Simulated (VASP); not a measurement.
## Na: single point with PBEsol

The system is Na.

```
CELL_PARAMETERS angstrom
6.38655 0.00000 -0.03966
0.00000 3.72262 0.00000
-2.45927 0.00000 9.28372
ATOMIC_POSITIONS crystal
Na 0.00000 0.00000 0.00000
Na 0.72599 0.50000 0.66667
Na 0.77401 0.00000 0.33333
Na 0.50000 0.50000 0.00000
Na 0.22599 0.00000 0.66667
Na 0.27401 0.50000 0.33333
```

This cell differs from its parent crystal: uniaxial strain along c: +2.0 %.

```json
{
 "Program": "VASP 6.6.1",
 "Task": "single point",
 "Functional": "PBEsol",
 "Potentials or basis": "VASP PAW PBE potentials, release 64 (Na_pv)",
 "Cutoff": "520 eV",
 "k mesh": "6 × 10 × 4",
 "Occupations": "gaussian, width 0.1 eV",
 "Spin": "no spin polarisation",
 "Dipole correction": "no",
 "Further INCAR settings": "ALGO = Normal; EDIFF = 1e-07; NBANDS = 30"
}
```

```yaml
Pressure: -0.1 GPa
Band_gap_on_the_k_mesh: zero (band 21 reaches 1.56 eV, above the bottom of band 22 at -1.16 eV)
```

Stress tensor (GPa, compression positive):
```
-0.03  0.00  0.08
 0.00  0.05  0.00
 0.08  0.00 -0.28
```

Levels at points of the mesh, in eV from the Fermi level:
| k point | band 17 | band 18 | band 19 | band 20 | band 21 | band 22 | band 23 | band 24 | band 25 | band 26 |
| --- | --- | --- | --- | --- | --- | --- | --- | --- | --- | --- |
| (0.00, 0.00, 0.00) | -24.79 | -24.78 | -3.31 | -1.53 | -1.53 | 0.56 | 0.66 | 0.85 | 1.24 | 3.54 |
| (0.50, 0.00, 0.00) | -24.79 | -24.79 | -2.29 | -2.29 | -1.23 | -1.23 | 0.12 | 0.12 | 3.18 | 3.18 |
| (0.00, 0.50, 0.00) | -24.79 | -24.79 | -0.58 | -0.58 | 1.10 | 1.10 | 1.10 | 1.10 | 3.13 | 3.13 |
| (0.50, 0.50, 0.00) | -24.79 | -24.79 | 0.32 | 0.32 | 0.45 | 0.45 | 1.20 | 1.20 | 1.67 | 1.67 |
| (0.00, 0.00, 0.50) | -24.79 | -24.79 | -2.86 | -2.86 | 0.31 | 0.44 | 0.46 | 0.84 | 1.50 | 1.96 |
| (0.50, 0.00, 0.50) | -24.79 | -24.79 | -2.20 | -2.20 | -1.51 | -1.51 | 0.56 | 0.56 | 2.58 | 2.58 |
| (0.00, 0.50, 0.50) | -24.79 | -24.79 | -0.15 | -0.15 | -0.15 | -0.15 | 2.71 | 2.71 | 2.87 | 2.87 |
| (0.50, 0.50, 0.50) | -24.79 | -24.79 | 0.42 | 0.42 | 0.51 | 0.51 | 0.95 | 0.95 | 1.40 | 1.40 |

Wall time 5.5 min on 1 thread of Intel(R) Xeon(R) Platinum 8259CL CPU @ 2.50GHz (Skylake/Cascade Lake) (shared host), peak memory 0.52 GiB.

Caveat: the cell differs from its parent crystal (uniaxial strain along c: +2.0 %); the PAW data sets were made with another functional, which shifts forces and pressure a little.
